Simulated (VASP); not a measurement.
Input of a VASP 6.6.1 run:

File POSCAR:

```
Ta
1.0
    2.9003720000      0.0000000000      0.0000000000
   -1.4501860000      2.5117958324      0.0000000000
    0.0000000000      0.0000000000      5.1662740000
Ta
2
Direct
    0.6666666667      0.3333333333      0.7500000000
    0.3333333333      0.6666666667      0.2500000000
```

The input INCAR.step1:

```
PREC     = Accurate       # precision mode
ENCUT    = 520            # plane-wave cutoff, eV
ISMEAR   = -1             # smearing method
SIGMA    = 0.1            # smearing width, eV
LREAL    = F              # projectors in reciprocal space
LASPH    = T              # aspherical terms in the spheres
NELM     = 60             # most SCF steps
NBANDS   = 18             # bands
GGA      = PE             # functional
ALGO     = Normal         # electronic algorithm
EDIFF    = 1E-4           # SCF threshold, eV
LWAVE    = T              # write WAVECAR
LCHARG   = F              # write CHGCAR
```

The input INCAR.step2:

```
PREC     = Accurate       # precision mode
ENCUT    = 520            # plane-wave cutoff, eV
EDIFF    = 1E-6           # SCF threshold, eV
ISMEAR   = -1             # smearing method
SIGMA    = 0.1            # smearing width, eV
LREAL    = F              # projectors in reciprocal space
LASPH    = T              # aspherical terms in the spheres
NELM     = 60             # most SCF steps
ALGO     = Normal         # electronic algorithm
ISIF     = 2              # what is computed and relaxed
LWAVE    = F              # write WAVECAR
LCHARG   = T              # write CHGCAR
METAGGA  = R2SCAN         # meta-GGA
LMIXTAU  = T            
LELF     = T              # ELF
LVHAR    = T            
NBANDS   = 18             # bands
ISTART   = 1
```

Contents of KPOINTS:

```
Automatic mesh
0
Gamma
  11 11 6
```

Potentials or basis: VASP PAW PBE potentials, release 64 (Ta_pv).

Launch:

```console
$ cat potpaw_PBE.64/Ta_pv/POTCAR > POTCAR
$ cp INCAR.step1 INCAR
$ mpirun -np 1 vasp_std > vasp.out
$ cp INCAR.step2 INCAR
$ mpirun -np 1 vasp_std > vasp.out
```

Q: Predict the band gap on the k mesh.

A: Zero (band 11 reaches 6.74 eV, above the bottom of band 12 at 4.66 eV).

Q: Estimate the pressure.

A: -2.8 GPa.

Stress tensor (GPa, compression positive):
```
-2.70  0.00  0.00
 0.00 -2.70  0.00
 0.00  0.00 -2.89
```

Caveat: the PAW data sets were made with another functional, which shifts forces and pressure a little; spin-orbit coupling is left out, which moves the levels of the heavy elements.
